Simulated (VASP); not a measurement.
# MgO (Fm-3m) in VASP: further runs

MgO is run at these levels: LDA; tasks: single point.

Everything below comes from runs of VASP 6.6.1. Logs are shortened: lines on timing, memory, paths and dates and some standing lists are left out, and cuts for length are marked.

## Step 1: The cell of the first run

The structure is cubic, space group Fm-3m (No. 225). Conventional cell: a = 4.159 Å, b = 4.159 Å, c = 4.159 Å, α = 90.00°, β = 90.00°, γ = 90.00°. Mg (site symmetry m-3m) has 6 O at 2.08 Å within 2.8 Å. Within 2.8 Å of O (site symmetry m-3m) lie 6 Mg at 2.08 Å.

## Step 2: Single point, LDA

File INCAR:

```
SYSTEM = MgO
ALGO = Normal
EDIFF = 1E-6
ENCUT = 750
GGA = CA
GGA_COMPAT = .False.
ISIF = 2
ISMEAR = 0
LASPH = .True.
LCHARG = .True.
LELF = .True.
LREAL = .False.
LVHAR = .True.
LWAVE = .False.
NBANDS = 15
NELM = 120
PREC = Accurate
SIGMA = 0.02
```

File KPOINTS:

```
k-points
0
Gamma
  10 10 10
  0 0 0
```

File POSCAR:

```
MgO
1.0
    0.0000000000      2.0795793314      2.0795793314
    2.0795793314      0.0000000000      2.0795793314
    2.0795793314      2.0795793314      0.0000000000
Mg O
1 1
Direct
    0.0000000000      0.0000000000      0.0000000000
    0.5000000000      0.5000000000      0.5000000000
```

Potentials or basis: VASP PAW LDA potentials, release 64 (Mg_sv, O).

On the command line:

```
$ cat potpaw_LDA.64/Mg_sv/POTCAR potpaw_LDA.64/O/POTCAR > POTCAR
$ mpirun -np 1 vasp_std > vasp.out
```

OUTCAR:

```text
SYSTEM = MgO
   EDIFF = 1E-6
   ENCUT = 750
   GGA = CA
   ISIF = 2
   ISMEAR = 0
   LASPH = .True.
   LREAL = .False.
   NELM = 120
   PREC = Accurate

 ion  position               nearest neighbor table
   1  0.000  0.000  0.000-   2 2.08   2 2.08   2 2.08   2 2.08   2 2.08   2 2.08
   2  0.500  0.500  0.500-   1 2.08   1 2.08   1 2.08   1 2.08   1 2.08   1 2.08

  LATTYP: Found a face centered cubic cell.
 ALAT       =     4.1591586628

  Lattice vectors:

 A1 = (   0.0000000000,   2.0795793314,   2.0795793314)
 A2 = (   2.0795793314,   0.0000000000,   2.0795793314)
 A3 = (   2.0795793314,   2.0795793314,   0.0000000000)

Analysis of symmetry for initial positions (statically):
=====================================================================
 Subroutine PRICEL returns:
 Original cell was already a primitive cell.

 Routine SETGRP: Setting up the symmetry group for a
 face centered cubic supercell.

 Subroutine GETGRP returns: Found 48 space group operations
 (whereof 48 operations were pure point group operations)
 out of a pool of 48 trial point group operations.

The static configuration has the point symmetry O_h .

Analysis of symmetry for dynamics (positions and initial velocities):
=====================================================================
 Subroutine PRICEL returns:
 Original cell was already a primitive cell.

 Routine SETGRP: Setting up the symmetry group for a
 face centered cubic supercell.

 Subroutine GETGRP returns: Found 48 space group operations
 (whereof 48 operations were pure point group operations)
 out of a pool of 48 trial point group operations.

The dynamic configuration has the point symmetry O_h .

 Subroutine INISYM returns: Found 48 space group operations
 (whereof 48 operations are pure point group operations),
 and found     1 'primitive' translations

----------------------------------------------------------------------------------------

                                     Primitive cell

  volume of cell :      17.9869

  direct lattice vectors                    reciprocal lattice vectors
     0.000000000  2.079579331  2.079579331    -0.240433242  0.240433242  0.240433242
     2.079579331  0.000000000  2.079579331     0.240433242 -0.240433242  0.240433242
     2.079579331  2.079579331  0.000000000     0.240433242  0.240433242 -0.240433242

  length of vectors
     2.940969294  2.940969294  2.940969294     0.416442590  0.416442590  0.416442590

  position of ions in fractional coordinates (direct lattice)
     0.000000000  0.000000000  0.000000000
     0.500000000  0.500000000  0.500000000

  ion indices of the primitive-cell ions
   primitive index   ion index
                 1           1
                 2           2

----------------------------------------------------------------------------------------

 KPOINTS: k-points

Automatic generation of k-mesh.
 Grid dimensions read from file:
 generate k-points for:   10   10   10

 Generating k-lattice:

  Cartesian coordinates                     Fractional coordinates (reciprocal lattice)
    -0.024043324  0.024043324  0.024043324     0.100000000  0.000000000  0.000000000
     0.024043324 -0.024043324  0.024043324     0.000000000  0.100000000  0.000000000
     0.024043324  0.024043324 -0.024043324     0.000000000  0.000000000  0.100000000

  Length of vectors
     0.041644259  0.041644259  0.041644259

  Shift w.r.t. Gamma in fractional coordinates (k-lattice)
     0.000000000  0.000000000  0.000000000

 Subroutine IBZKPT returns following result:
 ===========================================

 Found     47 irreducible k-points:

 Following reciprocal coordinates:
            Coordinates               Weight
  0.000000  0.000000  0.000000      1.000000
  0.100000  0.000000  0.000000      8.000000
  0.200000  0.000000  0.000000      8.000000
  0.300000  0.000000  0.000000      8.000000
  0.400000  0.000000  0.000000      8.000000
  0.500000  0.000000  0.000000      4.000000
[... 16 lines left out ...]
  0.300000  0.300000  0.000000      6.000000
  0.400000  0.300000  0.000000     24.000000
 [... further k-points ...]
   k-points           NKPTS =     47   k-points in BZ     NKDIM =     47   number of bands    NBANDS=     15
   number of dos      NEDOS =    301   number of ions     NIONS =      2
   total plane-waves  NPLWV =  21952
   dimension x,y,z NGX =    28 NGY =   28 NGZ =   28
   dimension x,y,z NGXF=    56 NGYF=   56 NGZF=   56
   ions per type =               1   1
   NGX,Y,Z   is equivalent  to a cutoff of  15.83, 15.83, 15.83 a.u.
   NGXF,Y,Z  is equivalent  to a cutoff of  31.66, 31.66, 31.66 a.u.
 SYSTEM =  MgO
   PREC   = accura    normal or accurate (medium, high low for compatibility)
   ISTART =      0    job   : 0-new  1-cont  2-samecut
   ICHARG =      2    charge: 1-file 2-atom 10-const
   ISPIN  =      1    spin polarized calculation?
   LNONCOLLINEAR =      F non collinear calculations
   LSORBIT =      F    spin-orbit coupling
   LASPH  =      T    aspherical Exc in radial PAW
   ENCUT  =  750.0 eV  55.12 Ry    7.42 a.u.   6.57  6.57  6.57*2*pi/ulx,y,z
   NELM   =    120;   NELMIN=  2; NELMDL= -5     # of ELM steps
   EDIFF  = 0.1E-05   stopping-criterion for ELM
   LREAL  =      F    real-space projection
   EDIFFG = 0.1E-04   stopping-criterion for IOM
   NSW    =      0    number of steps for IOM
   IBRION =     -1    ionic relax: 0-MD 1-quasi-New 2-CG
   NFREE  =      0    steps in history (QN), initial steepest desc. (CG)
   ISIF   =      2    stress and relaxation
   ISYM   =      2    0-nonsym 1-usesym 2-fastsym
   POTIM  = 0.5000    time-step for ionic-motion
   TEBEG  =    0.0;   TEEND  =   0.0 temperature during run
   PSTRESS=    0.0 pullay stress
   NELECT =      16.0000    total number of electrons
   NUPDOWN=      -1.0000    fix difference up-down
   EMIN   =  10.00;   EMAX   =-10.00  energy-range for DOS
   EFERMI =   0.00;   METHOD = LEGACY
   ISMEAR =     0;   SIGMA  =   0.02  broadening in eV -4-tet -1-fermi 0-gaus
   EFERMI_NEDOS =   21; number of points for ismear=-14 and -15
   IALGO  =     38    algorithm
   IMIX   =      4    mixing-type and parameters
     AMIX     =   0.40;   BMIX     =  1.00
     AMIX_MAG =   1.60;   BMIX_MAG =  1.00
  volume/ion in A,a.u.               =       8.99        60.69
  Fermi-wavevector in a.u.,A,eV,Ry     =   1.574452  2.975282 33.727456  2.478898
  Thomas-Fermi vector in A             =   2.675584
   LORBIT       =      0    0 simple, 1 ext, 2 COOP (PROOUT), +10 PAW based schemes
   GGA     = CA    functional components
   LHFCALC =     F    Hartree Fock is set to
   AEXX    =    0.0000 exact exchange contribution
   IVDW    =     0    specifies the selected vdW correction
   LEPSILON=     F    determine dielectric tensor
   LRPA    =     F    only Hartree local field effects (RPA)
 non-spin polarized calculation
 Gauss-broadening in eV      SIGMA  =   0.02
  energy-cutoff  :      750.00
  volume of cell :       17.99
 maximum number of plane-waves:       869
 NGX is ok and might be reduce to    28

 number of electron      15.9999996 magnetization

 Free energy of the ion-electron system (eV)
  ---------------------------------------------------
  ext. energy  EPLUGINS =         0.00000000
  ---------------------------------------------------
  free energy    TOTEN  =       -13.23528542 eV

  energy without entropy =      -13.23528542  energy(sigma->0) =      -13.23528542

 E-fermi :   3.0764     XC(G=0): -12.1307

 val. band max:        2.8612462859   @ k =   0.0000   0.0000   0.0000
 cond. band min:       7.9094997574   @ k =   0.0000   0.0000   0.0000
 fundamental gap:      5.0482534715
 Fermi energy:         3.0764146948

 k-point     1 :       0.0000    0.0000    0.0000
  band No.  band energies     occupation
      1     -68.3529      2.00000
      2     -35.8126      2.00000
      3     -35.8126      2.00000
      4     -35.8126      2.00000
      5     -14.3245      2.00000
      6       2.8612      2.00000
      7       2.8612      2.00000
      8       2.8612      2.00000
      9       7.9095      0.00000
     10      18.5964      0.00000
     11      18.5964      0.00000
     12      18.5964      0.00000
     13      22.7252      0.00000
     14      24.4051      0.00000
     15      24.4051      0.00000

 k-point     2 :       0.1000    0.0000    0.0000
  band No.  band energies     occupation
      1     -68.3518      2.00000
      2     -35.8227      2.00000
      3     -35.8135      2.00000
      4     -35.8135      2.00000
      5     -14.2038      2.00000
      6       2.1961      2.00000
      7       2.7873      2.00000
      8       2.7873      2.00000
      9       8.5273      0.00000
     10      17.3615      0.00000
     11      18.8504      0.00000
     12      18.8504      0.00000
     13      23.7146      0.00000
     14      23.7146      0.00000
     15      24.4193      0.00000

 k-point     3 :       0.2000    0.0000    0.0000
  band No.  band energies     occupation
      1     -68.3486      2.00000
      2     -35.8491      2.00000
      3     -35.8159      2.00000
      4     -35.8159      2.00000
      5     -13.8706      2.00000
      6       0.8227      2.00000
      7       2.6002      2.00000
      8       2.6002      2.00000
      9       9.6954      0.00000
     10      15.8818      0.00000
     11      19.3783      0.00000
     12      19.3783      0.00000
     13      23.0308      0.00000
     14      23.0308      0.00000
     15      25.4426      0.00000
[... 343 lines left out ...]
 k-point    23 :       0.3000    0.3000    0.0000
  band No.  band energies     occupation
      1     -68.3424      2.00000
      2     -35.8736      2.00000
      3     -35.8350      2.00000
      4     -35.8350      2.00000
      5     -13.2085      2.00000
      6      -0.4225      2.00000
      7       1.8716      2.00000
      8       1.8716      2.00000
      9      11.9893      0.00000
     10      13.1364      0.00000
     11      17.4270      0.00000
     12      20.9569      0.00000
     13      20.9569      0.00000
     14      27.1191      0.00000
     15      30.7173      0.00000

 k-point    24 :       0.4000    0.3000    0.0000
  band No.  band energies     occupation
      1     -68.3401      2.00000
      2     -35.8865      2.00000
      3     -35.8419      2.00000
      4     -35.8388      2.00000
      5     -12.9314      2.00000
      6      -0.8757      2.00000
      7       1.4827      2.00000
      8       1.7162      2.00000
      9      12.5793      0.00000
     10      13.0077      0.00000
     11      16.6054      0.00000
     12      21.2271      0.00000
     13      21.4444      0.00000
     14      27.8882      0.00000
     15      30.3270      0.00000

 [... further k-points ...]
[... 5 lines left out ...]
  --------------------------------------------------------------------------------------
  -------------------------------------------------------------------------------------
  Total        0.0068796      0.0068796      0.0068796      0.0000000      0.0000000      0.0000000
  in kB        0.6127993      0.6127993      0.6127993      0.0000000      0.0000000      0.0000000
  external PRESSURE =       0.6127993 kB  Pullay stress =       0.0000000 kB

 VOLUME and BASIS-vectors are now :
 -----------------------------------------------------------------------------
  energy-cutoff  :      750.00
  volume of cell :       17.99
      direct lattice vectors                 reciprocal lattice vectors
     0.000000000  2.079579331  2.079579331    -0.240433242  0.240433242  0.240433242
     2.079579331  0.000000000  2.079579331     0.240433242 -0.240433242  0.240433242
     2.079579331  2.079579331  0.000000000     0.240433242  0.240433242 -0.240433242

 POSITION                                       TOTAL-FORCE (eV/Angst)
 -----------------------------------------------------------------------------------
      0.00000      0.00000      0.00000         0.000000      0.000000      0.000000
      2.07958      2.07958      2.07958         0.000000      0.000000     -0.000000
 -----------------------------------------------------------------------------------
    total drift:                                0.000000      0.000000      0.000000

  FREE ENERGIE OF THE ION-ELECTRON SYSTEM (eV)
  ---------------------------------------------------
  free  energy   TOTEN  =       -13.2352854188 eV

  energy  without entropy=      -13.2352854188  energy(sigma->0) =      -13.23528542
```

Run time: 36 s. Hardware: 1 thread of Intel Xeon Platinum 8375C at 2.90GHz (Ice Lake), shared host; peak memory 0.14 GiB.

What came out:

- Free energy: -13.2353 eV
- Pressure: 0.1 GPa
- Band gap on the k mesh: 5.05 eV

Levels at points of the mesh, in eV from the valence-band top:
```tsv
k point	band 5	band 6	band 7	band 8	band 9	band 10	band 11	band 12
(0.00, 0.00, 0.00)	-17.19	0.00	0.00	0.00	5.05	15.74	15.74	15.74
(0.50, 0.00, 0.00)	-15.70	-4.86	-0.71	-0.71	7.98	12.84	16.40	16.40
(0.50, 0.50, 0.00)	-15.46	-4.28	-1.42	-1.42	8.93	10.15	13.30	19.22
```

## Step 3: Single point, LDA

This run uses another cell than the first one: it holds 32 atoms, not 2.

File INCAR:

```
SYSTEM = MgO
PREC     = Accurate       ! precision mode
ENCUT    = 750            ! plane-wave cutoff, eV
EDIFF    = 1E-6           ! SCF threshold, eV
ISMEAR   = 0              ! smearing method
SIGMA    = 0.01           ! smearing width, eV
LREAL    = Auto         
LASPH    = .TRUE.         ! aspherical terms in the spheres
NELM     = 120            ! most SCF steps
ALGO     = Normal         ! electronic algorithm
ISIF     = 2              ! what is computed and relaxed
LWAVE    = .FALSE.        ! write WAVECAR
LCHARG   = .FALSE.        ! write CHGCAR
NBANDS   = 150            ! bands
GGA_COMPAT= .FALSE.
```

File KPOINTS:

```
Automatic mesh
0
Gamma
  2 2 2
  0.5 0.5 0.5
```

File POSCAR:

```
MgO
1.0
    4.1591586629     -4.1591586629      4.1591586629
   -4.1591586629     -4.1591586629     -4.1591586629
    4.1591586629      4.1591586629     -4.1591586629
Mg O
16 16
Direct
    0.7500000000      0.2500000000      0.0000000000
    0.0000000000      0.2500000000      0.7500000000
    0.0000000000      0.0000000000      0.0000000000
    0.2500000000      0.2500000000      0.5000000000
    0.2500000000      0.0000000000      0.7500000000
    0.2500000000      0.7500000000      0.0000000000
    0.5000000000      0.2500000000      0.2500000000
    0.5000000000      0.0000000000      0.5000000000
    0.5000000000      0.7500000000      0.7500000000
    0.5000000000      0.5000000000      0.0000000000
    0.7500000000      0.0000000000      0.2500000000
    0.7500000000      0.7500000000      0.5000000000
    0.7500000000      0.5000000000      0.7500000000
    0.0000000000      0.7500000000      0.2500000000
    0.0000000000      0.5000000000      0.5000000000
    0.2500000000      0.5000000000      0.2500000000
    0.5000000000      0.2500000000      0.7500000000
    0.7500000000      0.2500000000      0.5000000000
    0.7500000000      0.0000000000      0.7500000000
    0.0000000000      0.2500000000      0.2500000000
    0.0000000000      0.0000000000      0.5000000000
    0.0000000000      0.7500000000      0.7500000000
    0.2500000000      0.2500000000      0.0000000000
    0.2500000000      0.0000000000      0.2500000000
    0.2500000000      0.7500000000      0.5000000000
    0.2500000000      0.5000000000      0.7500000000
    0.5000000000      0.0000000000      0.0000000000
    0.5000000000      0.7500000000      0.2500000000
    0.5000000000      0.5000000000      0.5000000000
    0.7500000000      0.7500000000      0.0000000000
    0.7500000000      0.5000000000      0.2500000000
    0.0000000000      0.5000000000      0.0000000000
```

Potentials or basis: VASP PAW LDA potentials, release 64 (Mg_sv, O).

On the command line:

```
$ cat potpaw_LDA.64/Mg_sv/POTCAR potpaw_LDA.64/O/POTCAR > POTCAR
$ mpirun -np 1 vasp_std > vasp.out
```

It took 3.4 min on 1 thread of Intel Xeon Platinum 8375C at 2.90GHz (Ice Lake), shared host; peak memory 0.44 GiB.

It converged, with:

| Item | Value |
| --- | --- |
| Free energy | -211.7628 eV |
| Pressure | 0.1 GPa |
| Band gap on the k mesh | 6.49 eV |

Levels at points of the mesh, in eV from the valence-band top:
```tsv
k point	band 126	band 127	band 128	band 129	band 130	band 131
(0.25, 0.25, 0.25)	-0.13	-0.13	-0.13	7.59	7.59	7.59
```

Caveat: a shifted mesh leaves out Γ, where band edges can lie.
